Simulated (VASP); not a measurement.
# Ga4AsP3 (P-4m2) in VASP: relaxation of cell and atoms with PBE

Aim: the relaxation of cell and atoms of Ga4AsP3 with PBE.

All numbers are computed with VASP 6.6.1; they aren't measurements. Logs are shortened: lines on timing, memory, paths and dates and some standing lists are left out, and cuts for length are marked.

### 1 The cell of the first run

It takes space group P-4m2 (No. 115, tetragonal). The conventional cell has a = 3.949 Å, b = 3.949 Å, c = 11.045 Å, α = 90.00°, β = 90.00°, γ = 90.00°. Ga (site symmetry 2mm) has 2 P at 2.39 Å and 2 As at 2.45 Å within 3.2 Å. Within 3.2 Å of Ga (site symmetry 2mm) lie 4 P at 2.40 Å. P (site symmetry -4m2) has 4 Ga at 2.40 Å within 3.2 Å. P (site symmetry 2mm) has 4 Ga at 2.39 to 2.40 Å within 3.2 Å. Within 3.2 Å of As (site symmetry -4m2) lie 4 Ga at 2.45 Å.

### 2 Relaxation of cell and atoms, PBE

INCAR reads:

```
SYSTEM = Ga4AsP3
  PREC = Accurate
  ENCUT = 600
  EDIFF = 1E-7
  ISMEAR = 0
  SIGMA = 0.02
  LREAL = .FALSE.
  LASPH = .TRUE.
  NELM = 100
  ALGO = Normal
  ISIF = 3
  LWAVE = .FALSE.
  LCHARG = .FALSE.
  GGA = PE
  IBRION = 2
  NSW = 100
  EDIFFG = -0.01
```

KPOINTS reads:

```
regular mesh
0
G
  8 8 4
  0 0 0
```

POSCAR reads:

```
Ga4AsP3
1.0
    3.9485484068      0.0000000000      0.0000000000
    0.0000000000      3.9485484068      0.0000000000
    0.0000000000      0.0000000000     11.0448152304
Ga P As
4 3 1
Direct
    0.5000000000      0.0000000000      0.6316177265
    0.0000000000      0.5000000000      0.8771810954
    0.5000000000      0.0000000000      0.1228189046
    0.0000000000      0.5000000000      0.3683822735
    0.0000000000      0.0000000000      0.0000000000
    0.5000000000      0.5000000000      0.2457507477
    0.5000000000      0.5000000000      0.7542492523
    0.0000000000      0.0000000000      0.5000000000
```

Potentials or basis: VASP PAW PBE potentials, release 64 (Ga_d, P, As).

The run is started by

```console
$ cat potpaw_PBE.64/Ga_d/POTCAR potpaw_PBE.64/P/POTCAR potpaw_PBE.64/As/POTCAR > POTCAR
$ mpirun -np 1 vasp_std > vasp.out
```

OUTCAR:

```text
SYSTEM = Ga4AsP3
   PREC = Accurate
   ENCUT = 600
   EDIFF = 1E-7
   ISMEAR = 0
   LREAL = .FALSE.
   LASPH = .TRUE.
   NELM = 100
   ISIF = 3
   GGA = PE
   IBRION = 2
   NSW = 100
   EDIFFG = -0.01

 ion  position               nearest neighbor table
   1  0.500  0.000  0.632-   7 2.39   7 2.39   8 2.45   8 2.45
   2  0.000  0.500  0.877-   5 2.40   5 2.40   7 2.40   7 2.40
   3  0.500  0.000  0.123-   5 2.40   5 2.40   6 2.40   6 2.40
   4  0.000  0.500  0.368-   6 2.39   6 2.39   8 2.45   8 2.45
   5  0.000  0.000  0.000-   2 2.40   3 2.40   2 2.40   3 2.40
   6  0.500  0.500  0.246-   4 2.39   4 2.39   3 2.40   3 2.40
   7  0.500  0.500  0.754-   1 2.39   1 2.39   2 2.40   2 2.40
   8  0.000  0.000  0.500-   1 2.45   4 2.45   4 2.45   1 2.45

  LATTYP: Found a simple tetragonal cell.
 ALAT       =     3.9485484068
 C/A-ratio  =     2.7971836970

  Lattice vectors:

 A1 = (   3.9485484068,   0.0000000000,   0.0000000000)
 A2 = (   0.0000000000,   3.9485484068,   0.0000000000)
 A3 = (   0.0000000000,   0.0000000000,  11.0448152304)

Analysis of symmetry for initial positions (statically):
=====================================================================
 Subroutine PRICEL returns:
 Original cell was already a primitive cell.

 Routine SETGRP: Setting up the symmetry group for a
 simple tetragonal supercell.

 Subroutine GETGRP returns: Found  8 space group operations
 (whereof  8 operations were pure point group operations)
 out of a pool of 16 trial point group operations.

The static configuration has the point symmetry D_2d.

Analysis of symmetry for dynamics (positions and initial velocities):
=====================================================================
 Subroutine PRICEL returns:
 Original cell was already a primitive cell.

 Routine SETGRP: Setting up the symmetry group for a
 simple tetragonal supercell.

 Subroutine GETGRP returns: Found  8 space group operations
 (whereof  8 operations were pure point group operations)
 out of a pool of 16 trial point group operations.

The dynamic configuration has the point symmetry D_2d.

 Subroutine INISYM returns: Found  8 space group operations
 (whereof  8 operations are pure point group operations),
 and found     1 'primitive' translations

----------------------------------------------------------------------------------------

                                     Primitive cell

  volume of cell :     172.2001

  direct lattice vectors                    reciprocal lattice vectors
     3.948548407  0.000000000  0.000000000     0.253257627  0.000000000  0.000000000
     0.000000000  3.948548407  0.000000000     0.000000000  0.253257627  0.000000000
     0.000000000  0.000000000 11.044815230     0.000000000  0.000000000  0.090540220

  length of vectors
     3.948548407  3.948548407 11.044815230     0.253257627  0.253257627  0.090540220

  position of ions in fractional coordinates (direct lattice)
     0.500000000  0.000000000  0.631617726
     0.000000000  0.500000000  0.877181095
     0.500000000  0.000000000  0.122818905
     0.000000000  0.500000000  0.368382274
     0.000000000  0.000000000  0.000000000
     0.500000000  0.500000000  0.245750748
     0.500000000  0.500000000  0.754249252
     0.000000000  0.000000000  0.500000000

  ion indices of the primitive-cell ions
   primitive index   ion index
                 1           1
                 2           2
                 3           3
                 4           4
                 5           5
                 6           6
                 7           7
                 8           8

----------------------------------------------------------------------------------------

 KPOINTS: regular mesh

Automatic generation of k-mesh.
 Grid dimensions read from file:
 generate k-points for:    8    8    4

 Generating k-lattice:

  Cartesian coordinates                     Fractional coordinates (reciprocal lattice)
     0.031657203  0.000000000  0.000000000     0.125000000  0.000000000  0.000000000
     0.000000000  0.031657203  0.000000000     0.000000000  0.125000000  0.000000000
     0.000000000  0.000000000  0.022635055     0.000000000  0.000000000  0.250000000

  Length of vectors
     0.031657203  0.031657203  0.022635055

  Shift w.r.t. Gamma in fractional coordinates (k-lattice)
     0.000000000  0.000000000  0.000000000

 Subroutine IBZKPT returns following result:
 ===========================================

 Found     45 irreducible k-points:

 Following reciprocal coordinates:
            Coordinates               Weight
  0.000000  0.000000  0.000000      1.000000
  0.125000  0.000000  0.000000      4.000000
  0.250000  0.000000  0.000000      4.000000
  0.375000  0.000000  0.000000      4.000000
  0.500000  0.000000  0.000000      2.000000
  0.125000  0.125000  0.000000      4.000000
[... 16 lines left out ...]
  0.375000  0.125000  0.250000     16.000000
  0.500000  0.125000  0.250000      8.000000
 [... further k-points ...]
   k-points           NKPTS =     45   k-points in BZ     NKDIM =     45   number of bands    NBANDS=     43
   number of dos      NEDOS =    301   number of ions     NIONS =      8
   total plane-waves  NPLWV =  92160
   dimension x,y,z NGX =    32 NGY =   32 NGZ =   90
   dimension x,y,z NGXF=    64 NGYF=   64 NGZF=  180
   ions per type =               4   3   1
   NGX,Y,Z   is equivalent  to a cutoff of  13.47, 13.47, 13.55 a.u.
   NGXF,Y,Z  is equivalent  to a cutoff of  26.95, 26.95, 27.09 a.u.
 SYSTEM =  Ga4AsP3
   PREC   = accura    normal or accurate (medium, high low for compatibility)
   ISTART =      0    job   : 0-new  1-cont  2-samecut
   ICHARG =      2    charge: 1-file 2-atom 10-const
   ISPIN  =      1    spin polarized calculation?
   LNONCOLLINEAR =      F non collinear calculations
   LSORBIT =      F    spin-orbit coupling
   LASPH  =      T    aspherical Exc in radial PAW
   ENCUT  =  600.0 eV  44.10 Ry    6.64 a.u.   7.89  7.89 22.06*2*pi/ulx,y,z
   NELM   =    100;   NELMIN=  2; NELMDL= -5     # of ELM steps
   EDIFF  = 0.1E-06   stopping-criterion for ELM
   LREAL  =      F    real-space projection
   EDIFFG = -.1E-01   stopping-criterion for IOM
   NSW    =    100    number of steps for IOM
   IBRION =      2    ionic relax: 0-MD 1-quasi-New 2-CG
   NFREE  =      1    steps in history (QN), initial steepest desc. (CG)
   ISIF   =      3    stress and relaxation
   ISYM   =      2    0-nonsym 1-usesym 2-fastsym
   POTIM  = 0.5000    time-step for ionic-motion
   TEBEG  =    0.0;   TEEND  =   0.0 temperature during run
   PSTRESS=    0.0 pullay stress
   NELECT =      72.0000    total number of electrons
   NUPDOWN=      -1.0000    fix difference up-down
   EMIN   =  10.00;   EMAX   =-10.00  energy-range for DOS
   EFERMI =   0.00;   METHOD = LEGACY
   ISMEAR =     0;   SIGMA  =   0.02  broadening in eV -4-tet -1-fermi 0-gaus
   EFERMI_NEDOS =   21; number of points for ismear=-14 and -15
   IALGO  =     38    algorithm
   IMIX   =      4    mixing-type and parameters
     AMIX     =   0.40;   BMIX     =  1.00
     AMIX_MAG =   1.60;   BMIX_MAG =  1.00
  volume/ion in A,a.u.               =      21.53       145.26
  Fermi-wavevector in a.u.,A,eV,Ry     =   1.224169  2.313343 20.389535  1.498589
  Thomas-Fermi vector in A             =   2.359253
   LORBIT       =      0    0 simple, 1 ext, 2 COOP (PROOUT), +10 PAW based schemes
   GGA     = PE    functional components
   LHFCALC =     F    Hartree Fock is set to
   AEXX    =    0.0000 exact exchange contribution
   IVDW    =     0    specifies the selected vdW correction
   LEPSILON=     F    determine dielectric tensor
   LRPA    =     F    only Hartree local field effects (RPA)
 conjugate gradient relaxation of ions
 non-spin polarized calculation
 Gauss-broadening in eV      SIGMA  =   0.02
  energy-cutoff  :      600.00
  volume of cell :      172.20
 maximum number of plane-waves:      5784
 NGX is ok and might be reduce to    32
   NGX = 15   NGY = 15   NGZ = 45

--------------------------------------- Ionic step        1  -------------------------------------------

 number of electron      71.9999950 magnetization

 Free energy of the ion-electron system (eV)
  ---------------------------------------------------
  ext. energy  EPLUGINS =         0.00000000
  ---------------------------------------------------
  free energy    TOTEN  =       -35.59872805 eV

  energy without entropy =      -35.59872805  energy(sigma->0) =      -35.59872805

------------------------ aborting loop because EDIFF is reached ----------------------------------------

  FORCE on cell =-STRESS in cart. coord.  units (eV):
  Direction    XX          YY          ZZ          XY          YZ          ZX
  --------------------------------------------------------------------------------------
  -------------------------------------------------------------------------------------
  Total       -0.1823875     -0.1823875      0.6404378      0.0000000      0.0000000      0.0000000
  in kB       -1.6969626     -1.6969626      5.9587362      0.0000000      0.0000000      0.0000000
  external PRESSURE =       0.8549370 kB  Pullay stress =       0.0000000 kB
[... 321 lines left out ...]
  energy  without entropy=      -35.6022731227  energy(sigma->0) =      -35.60227312

--------------------------------------- Ionic step        9  -------------------------------------------

 number of electron      71.9999938 magnetization

 Free energy of the ion-electron system (eV)
  ---------------------------------------------------
  ext. energy  EPLUGINS =         0.00000000
  ---------------------------------------------------
  free energy    TOTEN  =       -35.60230924 eV

  energy without entropy =      -35.60230924  energy(sigma->0) =      -35.60230924

 E-fermi :   4.2458     XC(G=0):  -9.6154

 val. band max:        4.1585420707   @ k =   0.0000   0.0000   0.0000
 cond. band min:       5.3166074347   @ k =   0.0000   0.0000   0.0000
 fundamental gap:      1.1580653640
 Fermi energy:         4.2458186798

 k-point     1 :       0.0000    0.0000    0.0000
  band No.  band energies     occupation
      1     -10.5532      2.00000
      2     -10.5077      2.00000
      3     -10.4954      2.00000
      4     -10.4565      2.00000
      5     -10.4565      2.00000
      6     -10.4417      2.00000
[... 1093 lines left out ...]
     42       8.4186      0.00000
     43       8.5855      0.00000

 [... further k-points ...]
[... 5 lines left out ...]
  --------------------------------------------------------------------------------------
  -------------------------------------------------------------------------------------
  Total        0.0030688      0.0030688     -0.0130727      0.0000000      0.0000000      0.0000000
  in kB        0.0285234      0.0285234     -0.1215066      0.0000000      0.0000000      0.0000000
  external PRESSURE =      -0.0214866 kB  Pullay stress =       0.0000000 kB
[... 23 lines left out ...]
  FREE ENERGIE OF THE ION-ELECTRON SYSTEM (eV)
  ---------------------------------------------------
  free  energy   TOTEN  =       -35.6023092366 eV

  energy  without entropy=      -35.6023092366  energy(sigma->0) =      -35.60230924

 reached required accuracy - stopping structural energy minimisation
```

Run time: 54 min. Hardware: 1 thread of Oxide Virtual Turin-like, shared host; peak memory 0.51 GiB.

Results:

```yaml
Free_energy: -35.6023 eV
Relaxed_volume: 21.55 Å³/atom
Relaxed_cell: a = 3.935 Å, b = 3.935 Å, c = 11.134 Å, α = 90.00°, β = 90.00°, γ = 90.00°
Space_group_after_relaxing_to_0.1_Å: P-4m2 (No. 115)
Energy_gained_by_relaxing: 0.4 meV/atom
Ionic_steps: 9
Pressure_after_relaxing: 0.0 GPa
Largest_force_after_relaxing: 0.008 eV/Å
Band_gap_on_the_k_mesh: 1.16 eV
```

Forces in eV/Å, atoms in the order of the input:
```
Ga   0.000  0.000  0.005
Ga   0.000  0.000  0.008
Ga   0.000  0.000 -0.008
Ga   0.000  0.000 -0.005
P    0.000  0.000  0.000
P    0.000  0.000 -0.007
P    0.000  0.000  0.007
As   0.000  0.000  0.000
```

The path:
```csv
step,energy change (eV),largest force (eV/Å),pressure (GPa),volume (Å³)
1,0.0000,0.0539,0.09,172.20
2,-0.0024,0.0230,-0.05,172.49
3,-0.0032,0.0311,-0.18,172.81
4,-0.0032,0.0303,-0.18,172.78
5,-0.0035,0.0111,0.09,172.15
6,-0.0035,0.0168,0.03,172.34
7,-0.0035,0.0175,0.00,172.36
8,-0.0035,0.0171,0.01,172.35
9,-0.0036,0.0083,0.00,172.38
```

Final structure:
```
CELL_PARAMETERS angstrom
3.93477 0.00000 0.00000
0.00000 3.93477 0.00000
0.00000 0.00000 11.13370
ATOMIC_POSITIONS crystal
Ga 0.50000 0.00000 0.63208
Ga 0.00000 0.50000 0.87736
Ga 0.50000 0.00000 0.12264
Ga 0.00000 0.50000 0.36792
P 0.00000 0.00000 0.00000
P 0.50000 0.50000 0.24540
P 0.50000 0.50000 0.75460
As 0.00000 0.00000 0.50000
```
